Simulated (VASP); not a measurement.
Here is a VASP 6.6.1 calculation.

File INCAR:

```
PREC = Accurate
ENCUT = 520
EDIFF = 1E-7
ISMEAR = 0
SIGMA = 0.1
LREAL = False
LASPH = True
NELM = 80
ALGO = Normal
ISIF = 2
LWAVE = False
LCHARG = False
LDIPOL = True
IDIPOL = 3
DIPOL = 0.5 0.5 0.308
GGA = PE
IVDW = 12
NBANDS = 32
```

Contents of KPOINTS:

```
Automatic mesh
0
Gamma
  6 6 1
```

Contents of POSCAR:

```
Ti2Al6H
1.0
    5.0241861190      0.0000000000      0.0000000000
    2.1588814530      4.5367033218      0.0000000000
    0.0000000000      0.0000000000     21.2187109014
Al Ti H
6 2 1
Direct
    0.5000000000      0.0000000000      0.1885128658
    0.0000000000      0.5000000000      0.1885128658
    0.0000000000      0.0000000000      0.2517328341
    0.0000000000      0.5000000000      0.3193548961
    0.5000000000      0.0000000000      0.3193548961
    0.5000000000      0.5000000000      0.3826203646
    0.5000000000      0.5000000000      0.2517328341
    0.0000000000      0.0000000000      0.3797002555
    0.6666666667      0.8333333333      0.4863024408
```

Potentials or basis: VASP PAW PBE potentials, release 64 (Al, Ti_sv, H).

Run with:

```sh
$ cat potpaw_PBE.64/Al/POTCAR potpaw_PBE.64/Ti_sv/POTCAR potpaw_PBE.64/H/POTCAR > POTCAR
$ mpirun -np 1 vasp_std > vasp.out
```

Q: What does it give for the largest force?

A: 1.148 eV/Å.

Q: Estimate the dispersion energy per atom.

A: -0.228 eV.

Forces on the atoms (eV/Å):
```
Al  -0.006 -0.037  0.480
Al  -0.038  0.008  0.503
Al   0.006  0.016 -0.578
Al   0.050 -0.010 -0.007
Al   0.031  0.037 -0.166
Al   0.104  0.047  0.435
Ti   0.109  0.063 -0.369
Ti  -0.339 -0.184  0.845
H    0.082  0.061 -1.144
```
